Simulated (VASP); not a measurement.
# PtSe2 (P4_2/mnm) in VASP: notebook

Aim: see how the results for PtSe2 move with the level of theory and the settings. Levels: LDA, PBEsol, PBE. Tasks: single point.

All numbers are computed with VASP 6.6.1; they aren't measurements. Logs are shortened: lines on timing, memory, paths and dates and some standing lists are left out, and cuts for length are marked.

### Step 1. The cell of the first run

It takes space group P4_2/mnm (No. 136, tetragonal). The conventional cell has a = 5.654 Å, b = 5.654 Å, c = 3.949 Å, α = 90.00°, β = 90.00°, γ = 90.00°. Pt (site symmetry mmm) has 6 Se at 2.48 to 2.49 Å within 3.3 Å. Se (site symmetry m2m) has 3 Pt at 2.48 to 2.49 Å and 1 Se at 3.05 Å within 3.3 Å.

### Step 2. Single point, LDA

The input, INCAR:

```
PREC = Accurate
ENCUT = 520
EDIFF = 1E-6
ISMEAR = -1
SIGMA = 0.02
LREAL = False
LASPH = True
NELM = 60
ALGO = Normal
ISIF = 2
LWAVE = False
LCHARG = False
GGA = CA
NBANDS = 31
```

The input, KPOINTS:

```
regular mesh
0
Gamma
  4 4 6
```

The input, POSCAR:

```
PtSe2
1.0
    5.6543966859      0.0000000000      0.0000000000
    0.0000000000      5.6543966859      0.0000000000
    0.0000000000      0.0000000000      3.9489979036
Pt Se
2 4
Direct
    0.0000000000      0.0000000000      0.0000000000
    0.5000000000      0.5000000000      0.5000000000
    0.3095846695      0.3095846695      0.0000000000
    0.1904153305      0.8095846695      0.5000000000
    0.8095846695      0.1904153305      0.5000000000
    0.6904153305      0.6904153305      0.0000000000
```

Potentials or basis: VASP PAW LDA potentials, release 64 (Pt, Se).

On the command line:

```console
> cat potpaw_LDA.64/Pt/POTCAR potpaw_LDA.64/Se/POTCAR > POTCAR
> mpirun -np 1 vasp_std > vasp.out
```

OUTCAR:

```text
PREC = Accurate
   ENCUT = 520
   EDIFF = 1E-6
   ISMEAR = -1
   LREAL = False
   LASPH = True
   NELM = 60
   ISIF = 2
   GGA = CA

 ion  position               nearest neighbor table
   1  0.000  0.000  0.000-   3 2.48   6 2.48   5 2.49   4 2.49   4 2.49   5 2.49
   2  0.500  0.500  0.500-   4 2.48   5 2.48   3 2.49   6 2.49   3 2.49   6 2.49
   3  0.310  0.310  0.000-   1 2.48   2 2.49   2 2.49
   4  0.190  0.810  0.500-   2 2.48   1 2.49   1 2.49
   5  0.810  0.190  0.500-   2 2.48   1 2.49   1 2.49
   6  0.690  0.690  0.000-   1 2.48   2 2.49   2 2.49

  LATTYP: Found a simple tetragonal cell.
 ALAT       =     5.6543966859
 C/A-ratio  =     0.6983942095

  Lattice vectors:

 A1 = (   5.6543966859,   0.0000000000,   0.0000000000)
 A2 = (   0.0000000000,   5.6543966859,   0.0000000000)
 A3 = (   0.0000000000,   0.0000000000,   3.9489979036)

Analysis of symmetry for initial positions (statically):
=====================================================================
 Subroutine PRICEL returns:
 Original cell was already a primitive cell.

 Routine SETGRP: Setting up the symmetry group for a
 simple tetragonal supercell.

 Subroutine GETGRP returns: Found 16 space group operations
 (whereof  8 operations were pure point group operations)
 out of a pool of 16 trial point group operations.

The static configuration has the point symmetry D_2h.
 The point group associated with its full space group is D_4h.

Analysis of symmetry for dynamics (positions and initial velocities):
=====================================================================
 Subroutine PRICEL returns:
 Original cell was already a primitive cell.

 Routine SETGRP: Setting up the symmetry group for a
 simple tetragonal supercell.

 Subroutine GETGRP returns: Found 16 space group operations
 (whereof  8 operations were pure point group operations)
 out of a pool of 16 trial point group operations.

The dynamic configuration has the point symmetry D_2h.
 The point group associated with its full space group is D_4h.

 Subroutine INISYM returns: Found 16 space group operations
 (whereof  8 operations are pure point group operations),
 and found     1 'primitive' translations

----------------------------------------------------------------------------------------

                                     Primitive cell

  volume of cell :     126.2582

  direct lattice vectors                    reciprocal lattice vectors
     5.654396686  0.000000000  0.000000000     0.176853528  0.000000000  0.000000000
     0.000000000  5.654396686  0.000000000     0.000000000  0.176853528  0.000000000
     0.000000000  0.000000000  3.948997904     0.000000000  0.000000000  0.253228800

  length of vectors
     5.654396686  5.654396686  3.948997904     0.176853528  0.176853528  0.253228800

  position of ions in fractional coordinates (direct lattice)
     0.000000000  0.000000000  0.000000000
     0.500000000  0.500000000  0.500000000
     0.309584669  0.309584669  0.000000000
     0.190415331  0.809584669  0.500000000
     0.809584669  0.190415331  0.500000000
     0.690415331  0.690415331  0.000000000

  ion indices of the primitive-cell ions
   primitive index   ion index
                 1           1
                 2           2
                 3           3
                 4           4
                 5           5
                 6           6

----------------------------------------------------------------------------------------

 KPOINTS: regular mesh

Automatic generation of k-mesh.
 Grid dimensions read from file:
 generate k-points for:    4    4    6

 Generating k-lattice:

  Cartesian coordinates                     Fractional coordinates (reciprocal lattice)
     0.044213382  0.000000000  0.000000000     0.250000000  0.000000000  0.000000000
     0.000000000  0.044213382  0.000000000     0.000000000  0.250000000  0.000000000
     0.000000000  0.000000000  0.042204800     0.000000000  0.000000000  0.166666667

  Length of vectors
     0.044213382  0.044213382  0.042204800

  Shift w.r.t. Gamma in fractional coordinates (k-lattice)
     0.000000000  0.000000000  0.000000000

 Subroutine IBZKPT returns following result:
 ===========================================

 Found     24 irreducible k-points:

 Following reciprocal coordinates:
            Coordinates               Weight
  0.000000  0.000000  0.000000      1.000000
  0.250000  0.000000  0.000000      4.000000
  0.500000  0.000000  0.000000      2.000000
  0.250000  0.250000  0.000000      4.000000
  0.500000  0.250000  0.000000      4.000000
  0.500000  0.500000  0.000000      1.000000
[... 16 lines left out ...]
  0.500000  0.250000  0.500000      4.000000
  0.500000  0.500000  0.500000      1.000000
   k-points           NKPTS =     24   k-points in BZ     NKDIM =     24   number of bands    NBANDS=     31
   number of dos      NEDOS =    301   number of ions     NIONS =      6
   total plane-waves  NPLWV =  52920
   dimension x,y,z NGX =    42 NGY =   42 NGZ =   30
   dimension x,y,z NGXF=    84 NGYF=   84 NGZF=   60
   ions per type =               2   4
   NGX,Y,Z   is equivalent  to a cutoff of  12.35, 12.35, 12.63 a.u.
   NGXF,Y,Z  is equivalent  to a cutoff of  24.70, 24.70, 25.26 a.u.
 SYSTEM =  unknown system
   PREC   = accura    normal or accurate (medium, high low for compatibility)
   ISTART =      0    job   : 0-new  1-cont  2-samecut
   ICHARG =      2    charge: 1-file 2-atom 10-const
   ISPIN  =      1    spin polarized calculation?
   LNONCOLLINEAR =      F non collinear calculations
   LSORBIT =      F    spin-orbit coupling
   LASPH  =      T    aspherical Exc in radial PAW
   ENCUT  =  520.0 eV  38.22 Ry    6.18 a.u.  10.51 10.51  7.34*2*pi/ulx,y,z
   NELM   =     60;   NELMIN=  2; NELMDL= -5     # of ELM steps
   EDIFF  = 0.1E-05   stopping-criterion for ELM
   LREAL  =      F    real-space projection
   EDIFFG = 0.1E-04   stopping-criterion for IOM
   NSW    =      0    number of steps for IOM
   IBRION =     -1    ionic relax: 0-MD 1-quasi-New 2-CG
   NFREE  =      0    steps in history (QN), initial steepest desc. (CG)
   ISIF   =      2    stress and relaxation
   ISYM   =      2    0-nonsym 1-usesym 2-fastsym
   POTIM  = 0.5000    time-step for ionic-motion
   TEBEG  =    0.0;   TEEND  =   0.0 temperature during run
   PSTRESS=    0.0 pullay stress
   NELECT =      44.0000    total number of electrons
   NUPDOWN=      -1.0000    fix difference up-down
   EMIN   =  10.00;   EMAX   =-10.00  energy-range for DOS
   EFERMI =   0.00;   METHOD = LEGACY
   ISMEAR =    -1;   SIGMA  =   0.02  broadening in eV -4-tet -1-fermi 0-gaus
   EFERMI_NEDOS =   21; number of points for ismear=-14 and -15
   IALGO  =     38    algorithm
   IMIX   =      4    mixing-type and parameters
     AMIX     =   0.40;   BMIX     =  1.00
     AMIX_MAG =   1.60;   BMIX_MAG =  1.00
  volume/ion in A,a.u.               =      21.04       142.01
  Fermi-wavevector in a.u.,A,eV,Ry     =   1.152053  2.177065 18.058017  1.327227
  Thomas-Fermi vector in A             =   2.288707
   LORBIT       =      0    0 simple, 1 ext, 2 COOP (PROOUT), +10 PAW based schemes
   GGA     = CA    functional components
   LHFCALC =     F    Hartree Fock is set to
   AEXX    =    0.0000 exact exchange contribution
   IVDW    =     0    specifies the selected vdW correction
   LEPSILON=     F    determine dielectric tensor
   LRPA    =     F    only Hartree local field effects (RPA)
 non-spin polarized calculation
  energy-cutoff  :      520.00
  volume of cell :      126.26
 maximum number of plane-waves:      3419
   NGX = 21   NGY = 21   NGZ = 15

 number of electron      43.9999991 magnetization

 Free energy of the ion-electron system (eV)
  ---------------------------------------------------
  ext. energy  EPLUGINS =         0.00000000
  ---------------------------------------------------
  free energy    TOTEN  =       -32.11719186 eV

  energy without entropy =      -32.10129727  energy(sigma->0) =      -32.10924457

 E-fermi :   5.4308     XC(G=0): -10.7063

 val. band max:        5.4298781126   @ k =   0.5000   0.0000   0.5000
 cond. band min:       5.4315354435   @ k =   0.2500   0.0000   0.5000
 fundamental gap:      0.0016573309
 Fermi energy:         5.4308307467

 k-point     1 :       0.0000    0.0000    0.0000
  band No.  band energies     occupation
      1      -9.5943      2.00000
      2      -7.8863      2.00000
      3      -7.2636      2.00000
      4      -7.2636      2.00000
      5      -2.3656      2.00000
      6      -1.4070      2.00000
[... 23 lines left out ...]
     30      10.4171      0.00000
     31      11.7440      0.00000

 k-point     2 :       0.2500    0.0000    0.0000
  band No.  band energies     occupation
      1      -9.3927      2.00000
      2      -8.1718      2.00000
      3      -7.3483      2.00000
      4      -7.2927      2.00000
      5      -1.8098      2.00000
      6      -1.1908      2.00000
[... 23 lines left out ...]
     30      10.9962      0.00000
     31      12.5628      0.00000

 k-point     3 :       0.5000    0.0000    0.0000
  band No.  band energies     occupation
      1      -8.8413      2.00000
      2      -8.8413      2.00000
      3      -7.3485      2.00000
      4      -7.3485      2.00000
      5      -0.9955      2.00000
      6      -0.9955      2.00000
[... 23 lines left out ...]
     30      11.6461      0.00000
     31      13.4220      0.00000

 k-point     4 :       0.2500    0.2500    0.0000
  band No.  band energies     occupation
      1      -9.2254      2.00000
      2      -8.3394      2.00000
      3      -7.3702      2.00000
      4      -7.3650      2.00000
      5      -1.8545      2.00000
      6      -0.9377      2.00000
[... 635 lines left out ...]
     30      13.0906      0.00000
     31      13.8439      0.00000

 k-point    23 :       0.5000    0.2500    0.5000
  band No.  band energies     occupation
      1      -7.9866      2.00000
      2      -7.9866      2.00000
      3      -7.6445      2.00000
      4      -7.6445      2.00000
      5      -1.4047      2.00000
      6      -1.4047      2.00000
[... 23 lines left out ...]
     30      12.1007      0.00000
     31      14.1045      0.00000

 k-point    24 :       0.5000    0.5000    0.5000
  band No.  band energies     occupation
      1      -8.0307      2.00000
      2      -8.0307      2.00000
      3      -7.5623      2.00000
      4      -7.5623      2.00000
      5      -1.5694      2.00000
      6      -1.5694      2.00000
[... 23 lines left out ...]
     30      11.2880      0.00000
     31      13.6102      0.00000

------------------------ aborting loop because EDIFF is reached ----------------------------------------

  FORCE on cell =-STRESS in cart. coord.  units (eV):
  Direction    XX          YY          ZZ          XY          YZ          ZX
  --------------------------------------------------------------------------------------
  -------------------------------------------------------------------------------------
  Total        0.2383845      0.2383845      0.3643976      0.0000000      0.0000000      0.0000000
  in kB        3.0250267      3.0250267      4.6240942      0.0000000      0.0000000      0.0000000
  external PRESSURE =       3.5580492 kB  Pullay stress =       0.0000000 kB

 VOLUME and BASIS-vectors are now :
 -----------------------------------------------------------------------------
  energy-cutoff  :      520.00
  volume of cell :      126.26
      direct lattice vectors                 reciprocal lattice vectors
     5.654396686  0.000000000  0.000000000     0.176853528  0.000000000  0.000000000
     0.000000000  5.654396686  0.000000000     0.000000000  0.176853528  0.000000000
     0.000000000  0.000000000  3.948997904     0.000000000  0.000000000  0.253228800

 POSITION                                       TOTAL-FORCE (eV/Angst)
 -----------------------------------------------------------------------------------
      0.00000      0.00000      0.00000         0.000000      0.000000     -0.000000
      2.82720      2.82720      1.97450         0.000000      0.000000     -0.000000
      1.75051      1.75051      0.00000        -0.006733     -0.006733      0.000000
      1.07668      4.57771      1.97450         0.006733     -0.006733     -0.000000
      4.57771      1.07668      1.97450        -0.006733      0.006733     -0.000000
      3.90388      3.90388      0.00000         0.006733      0.006733     -0.000000
 -----------------------------------------------------------------------------------
    total drift:                                0.000000     -0.000000     -0.000000

  FREE ENERGIE OF THE ION-ELECTRON SYSTEM (eV)
  ---------------------------------------------------
  free  energy   TOTEN  =       -32.1171918595 eV

  energy  without entropy=      -32.1012972719  energy(sigma->0) =      -32.10924457
```

Wall time 46 s (1 thread of AMD EPYC 9R45 (Zen 5), shared host); peak memory 0.19 GiB.

What came out:

```yaml
Free_energy: -32.1172 eV
Pressure: 0.4 GPa
Largest_force: 0.010 eV/Å
Band_gap_on_the_k_mesh: zero (bands 22 and 23 overlap by 0.43 eV)
```

Forces in eV/Å, atoms in the order of the input:
```
Pt   0.000  0.000  0.000
Pt   0.000  0.000  0.000
Se  -0.007 -0.007  0.000
Se   0.007 -0.007  0.000
Se  -0.007  0.007  0.000
Se   0.007  0.007  0.000
```

Caveat: the structure was generated, so it needn't be the stable form of PtSe2; spin-orbit coupling is left out, which moves the levels of the heavy elements.

### Step 3. Single point, PBEsol

This run uses another cell than the first one, of 21.48 Å³/atom.

The input, INCAR:

```
PREC = Accurate ; ENCUT = 520
EDIFF = 1E-6 ; ISMEAR = -1
SIGMA = 0.02 ; LREAL = F
LASPH = T ; NELM = 100
ALGO = Normal ; ISIF = 2
LWAVE = F ; LCHARG = F
GGA = PS ; NBANDS = 31
```

The input, KPOINTS:

```
Automatic mesh
0
Gamma
  4 4 6
```

The input, POSCAR:

```
PtSe2
1.0
    5.6953978121      0.0000000000      0.0000000000
    0.0000000000      5.6953978121      0.0000000000
    0.0000000000      0.0000000000      3.9740724205
Pt Se
2 4
Direct
    0.0000000000      0.0000000000      0.0000000000
    0.5000000000      0.5000000000      0.5000000000
    0.3099116403      0.3099116403      0.0000000000
    0.1900883597      0.8099116403      0.5000000000
    0.8099116403      0.1900883597      0.5000000000
    0.6900883597      0.6900883597      0.0000000000
```

Potentials or basis: VASP PAW PBE potentials, release 64 (Pt, Se).

On the command line:

```console
> cat potpaw_PBE.64/Pt/POTCAR potpaw_PBE.64/Se/POTCAR > POTCAR
> mpirun -np 1 vasp_std > vasp.out
```

It took 51 s on 1 thread of AMD EPYC 9R45 (Zen 5), shared host; peak memory 0.22 GiB.

Results (log left out):

- Free energy: -29.7871 eV
- Pressure: 0.1 GPa
- Band gap on the k mesh: zero (bands 22 and 23 overlap by 0.41 eV)

Levels at points of the mesh, in eV from the Fermi level:
| k point | band 18 | band 19 | band 20 | band 21 | band 22 | band 23 | band 24 | band 25 | band 26 | band 27 |
| --- | --- | --- | --- | --- | --- | --- | --- | --- | --- | --- |
| (0.00, 0.00, 0.00) | -1.62 | -0.93 | -0.61 | 0.25 | 0.25 | 0.53 | 2.30 | 2.57 | 2.57 | 3.56 |
| (0.50, 0.00, 0.00) | -1.73 | -1.29 | -1.29 | -0.54 | -0.54 | 2.19 | 2.19 | 2.19 | 2.19 | 4.90 |
| (0.50, 0.50, 0.00) | -2.30 | -1.08 | -1.08 | -0.22 | -0.22 | 0.40 | 0.40 | 2.41 | 2.41 | 5.38 |
| (0.00, 0.00, 0.50) | -2.54 | -0.92 | -0.92 | 0.00 | 0.00 | 0.19 | 0.19 | 0.77 | 0.77 | 4.67 |
| (0.50, 0.00, 0.50) | -3.14 | -1.40 | -1.40 | -0.89 | -0.89 | 0.00 | 0.00 | 3.39 | 3.39 | 6.66 |
| (0.50, 0.50, 0.50) | -2.35 | -0.27 | -0.27 | -0.12 | -0.12 | 0.96 | 0.96 | 0.99 | 0.99 | 4.39 |

Caveat: the structure was generated, so it needn't be the stable form of PtSe2; the PAW data sets were made with another functional, which shifts forces and pressure a little; spin-orbit coupling is left out, which moves the levels of the heavy elements.

### Step 4. Single point, PBE

This run uses another cell than the first one, of 21.91 Å³/atom.

The input, INCAR:

```
PREC = Accurate
ENCUT = 520
EDIFF = 1E-7
ISMEAR = -1
SIGMA = 0.02
LREAL = F
LASPH = T
NELM = 60
ALGO = Normal
ISIF = 2
LWAVE = F
LCHARG = F
GGA = PE
NBANDS = 31
```

The input, KPOINTS:

```
regular mesh
0
Gamma
  4 4 6
```

The input, POSCAR:

```
PtSe2
1.0
    5.7465248854      0.0000000000      0.0000000000
    0.0000000000      5.7465248854      0.0000000000
    0.0000000000      0.0000000000      3.9813365815
Pt Se
2 4
Direct
    0.0000000000      0.0000000000      0.0000000000
    0.5000000000      0.5000000000      0.5000000000
    0.3092307571      0.3092307571      0.0000000000
    0.1907692429      0.8092307571      0.5000000000
    0.8092307571      0.1907692429      0.5000000000
    0.6907692429      0.6907692429      0.0000000000
```

On the command line:

```console
> cat potpaw_PBE.64/Pt/POTCAR potpaw_PBE.64/Se/POTCAR > POTCAR
> mpirun -np 1 vasp_std > vasp.out
```

Wall time 69 s (1 thread of AMD EPYC 9R45 (Zen 5), shared host); peak memory 0.25 GiB.

It converged, with:

```
Free energy            : -26.5700 eV
Pressure               : 2.5 GPa
Largest force          : 0.024 eV/Å
Band gap on the k mesh : zero (bands 22 and 23 overlap by 0.38 eV)
```

Forces in eV/Å, atoms in the order of the input:
```
Pt   0.000  0.000  0.000
Pt   0.000  0.000  0.000
Se   0.017  0.017  0.000
Se  -0.017  0.017  0.000
Se   0.017 -0.017  0.000
Se  -0.017 -0.017  0.000
```

Stress tensor (GPa, compression positive):
```
2.36 0.00 0.00
0.00 2.36 0.00
0.00 0.00 2.86
```

Levels at points of the mesh, in eV from the Fermi level:
| k point | band 19 | band 20 | band 21 | band 22 | band 23 | band 24 | band 25 | band 26 |
| --- | --- | --- | --- | --- | --- | --- | --- | --- |
| (0.00, 0.00, 0.00) | -0.87 | -0.59 | 0.23 | 0.23 | 0.51 | 2.26 | 2.52 | 2.52 |
| (0.50, 0.00, 0.00) | -1.24 | -1.24 | -0.51 | -0.51 | 2.14 | 2.14 | 2.16 | 2.16 |
| (0.50, 0.50, 0.00) | -1.06 | -1.06 | -0.24 | -0.24 | 0.37 | 0.37 | 2.36 | 2.36 |
| (0.00, 0.00, 0.50) | -0.89 | -0.89 | 0.00 | 0.00 | 0.19 | 0.19 | 0.78 | 0.78 |
| (0.50, 0.00, 0.50) | -1.38 | -1.38 | -0.86 | -0.86 | 0.01 | 0.01 | 3.30 | 3.30 |
| (0.50, 0.50, 0.50) | -0.28 | -0.28 | -0.11 | -0.11 | 0.96 | 0.96 | 0.99 | 0.99 |

Caveat: the structure was generated, so it needn't be the stable form of PtSe2; spin-orbit coupling is left out, which moves the levels of the heavy elements.

[end of part 1 of 2]
